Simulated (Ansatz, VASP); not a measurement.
Two plane-wave programs on BN

```xyz
2
Lattice="0.0000 1.8479 1.8479 1.8479 0.0000 1.8479 1.8479 1.8479 0.0000" Properties=species:S:1:pos:R:3 pbc="T T T"
B     0.0000    0.0000    0.0000
N     2.7718    2.7718    2.7718
```

Alike in both runs: task single point; functional PBE; k mesh 12 × 12 × 12; occupations gaussian, width 0.02 eV; no spin polarisation.

|  | VASP | Ansatz |
| --- | --- | --- |
| version | VASP 6.6.1 | Ansatz 0.2.0 |
| potentials or method | VASP PAW PBE potentials, release 64 (B, N), cutoff 600 eV | scalar-relativistic, plane waves, PAW |
| valence electrons in the cell | 8 | 8 |

```tsv
	VASP	Ansatz	Ansatz less VASP
gap on the k mesh at the Fermi level (eV)	4.39	4.40	+0.010
least direct gap on the mesh (eV)	8.50	8.51	+0.009
pressure (GPa)	-19.6	-19.4	+0.18
```
